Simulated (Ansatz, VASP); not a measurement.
**One calculation of ZnS, two programs**

```
Zn S
1.0
     0.00000    2.70649    2.69410
     2.69410    0.00000    2.69410
     2.69410    2.70649    0.00000
Zn S
1 1
Direct
  0.25000 0.25000 0.25000
  0.00000 0.00000 0.00000
```

Change from the starting cell: uniaxial_y strain +0.5%.

Alike in both runs: task single point; functional r2SCAN; k mesh 8 × 8 × 8; no spin polarisation.

|  | VASP | Ansatz |
| --- | --- | --- |
| version | VASP 6.6.1 | Ansatz 0.2.0 |
| potentials or method | VASP PAW PBE potentials, release 64 (Zn, S) | plane waves, PAW |
| plane-wave cutoff (eV) | 520 | 500 |
| occupations | gaussian, width 0.01 eV | fixed |
| valence electrons in the cell | 18 | 18 |

Ansatz gave:

```
gap on the k mesh at the Fermi level (eV)                     : 2.68
pressure (GPa)                                                : -0.3
traceless stress, the component that is largest in VASP (GPa) : -0.13
```

Estimate VASP's values.

gap on the k mesh at the Fermi level (eV): 2.69; pressure (GPa): -0.3; traceless stress, the component that is largest in VASP (GPa): -0.12.

VASP's potentials were made for PBE, not for r2SCAN.
